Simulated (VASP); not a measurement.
Write the native input for VASP 6.6.1 that does the following.

```yaml
Task: single point
Functional: r2SCAN
Potentials_or_basis: VASP PAW PBE potentials, release 64 (Zn, Cu)
Cutoff: 570 eV
k_mesh: 6 × 6 × 2, shifted
Occupations: methfessel-paxton, width 0.1 eV
Spin: no spin polarisation
Dipole_correction: no
Further_INCAR_settings: ALGO = Normal; EDIFF = 1e-06; NBANDS = 24; ISYM = -1
```

Crystal: ZnCu2.

```
CELL_PARAMETERS angstrom
2.58383 0.00000 0.00000
-1.29191 2.23766 0.00000
0.00000 0.00000 6.29337
ATOMIC_POSITIONS crystal
Zn 0.00000 0.00000 0.00000
Cu 0.33333 0.66667 0.66214
Cu 0.66667 0.33333 0.33786
```

The input as run:

POSCAR

```
ZnCu2
1.0
    2.5838256000      0.0000000000      0.0000000000
   -1.2919128000      2.2376586085      0.0000000000
    0.0000000000      0.0000000000      6.2933738000
Zn Cu
1 2
Direct
    0.0000000000      0.0000000000      0.0000000000
    0.3333333333      0.6666666667      0.6621414900
    0.6666666667      0.3333333333      0.3378585100
```

INCAR.step1

```
SYSTEM = ZnCu2
PREC     = Accurate       ! precision mode
ENCUT    = 570            ! plane-wave cutoff, eV
ISMEAR   = 1              ! smearing method
SIGMA    = 0.1            ! smearing width, eV
LREAL    = .False.        ! projectors in reciprocal space
LASPH    = .True.         ! aspherical terms in the spheres
NELM     = 120            ! most SCF steps
ISYM     = -1           
NBANDS   = 24             ! bands
GGA      = PE             ! functional
ALGO     = Normal         ! electronic algorithm
EDIFF    = 1E-5           ! SCF threshold, eV
LWAVE    = .True.         ! write WAVECAR
LCHARG   = .False.        ! write CHGCAR
GGA_COMPAT= .False.
```

INCAR.step2

```
SYSTEM = ZnCu2
PREC     = Accurate       ! precision mode
ENCUT    = 570            ! plane-wave cutoff, eV
EDIFF    = 1E-6           ! SCF threshold, eV
ISMEAR   = 1              ! smearing method
SIGMA    = 0.1            ! smearing width, eV
LREAL    = .False.        ! projectors in reciprocal space
LASPH    = .True.         ! aspherical terms in the spheres
NELM     = 120            ! most SCF steps
ALGO     = Normal         ! electronic algorithm
ISIF     = 2              ! what is computed and relaxed
LWAVE    = .False.        ! write WAVECAR
LCHARG   = .False.        ! write CHGCAR
METAGGA  = R2SCAN         ! meta-GGA
LMIXTAU  = .True.       
ISYM     = -1           
NBANDS   = 24             ! bands
ISTART   = 1            
GGA_COMPAT= .False.
```

KPOINTS

```
explicit points
36
Reciprocal
  0.08333333   0.08333333   0.25000000 2
  0.08333333   0.08333333   0.75000000 2
  0.08333333   0.25000000   0.25000000 2
  0.08333333   0.25000000   0.75000000 2
  0.08333333   0.41666667   0.25000000 2
  0.08333333   0.41666667   0.75000000 2
  0.08333333   0.58333333   0.25000000 2
  0.08333333   0.58333333   0.75000000 2
  0.08333333   0.75000000   0.25000000 2
  0.08333333   0.75000000   0.75000000 2
  0.08333333   0.91666667   0.25000000 2
  0.08333333   0.91666667   0.75000000 2
  0.25000000   0.08333333   0.25000000 2
  0.25000000   0.08333333   0.75000000 2
  0.25000000   0.25000000   0.25000000 2
  0.25000000   0.25000000   0.75000000 2
  0.25000000   0.41666667   0.25000000 2
  0.25000000   0.41666667   0.75000000 2
  0.25000000   0.58333333   0.25000000 2
  0.25000000   0.58333333   0.75000000 2
  0.25000000   0.75000000   0.25000000 2
  0.25000000   0.75000000   0.75000000 2
  0.25000000   0.91666667   0.25000000 2
  0.25000000   0.91666667   0.75000000 2
  0.41666667   0.08333333   0.25000000 2
  0.41666667   0.08333333   0.75000000 2
  0.41666667   0.25000000   0.25000000 2
  0.41666667   0.25000000   0.75000000 2
  0.41666667   0.41666667   0.25000000 2
  0.41666667   0.41666667   0.75000000 2
  0.41666667   0.58333333   0.25000000 2
  0.41666667   0.58333333   0.75000000 2
  0.41666667   0.75000000   0.25000000 2
  0.41666667   0.75000000   0.75000000 2
  0.41666667   0.91666667   0.25000000 2
  0.41666667   0.91666667   0.75000000 2
```

Potentials or basis: VASP PAW PBE potentials, release 64 (Zn, Cu).

Launch:

```sh
$ cat potpaw_PBE.64/Zn/POTCAR potpaw_PBE.64/Cu/POTCAR > POTCAR
$ cp INCAR.step1 INCAR
$ mpirun -np 1 vasp_std > vasp.out
$ cp INCAR.step2 INCAR
$ mpirun -np 1 vasp_std > vasp.out
```

Results of the run:

The pressure is 0.8 GPa, the largest force is 0.027 eV/Å and the band gap on the k mesh is zero (bands 17 and 18 overlap by 3.59 eV).

Caveat: the PAW data sets were made with another functional, which shifts forces and pressure a little.

Wall time 100 s on 1 thread of Intel(R) Xeon(R) Platinum 8259CL CPU @ 2.50GHz (Skylake/Cascade Lake), with other jobs on the host, peak memory 0.17 GiB.
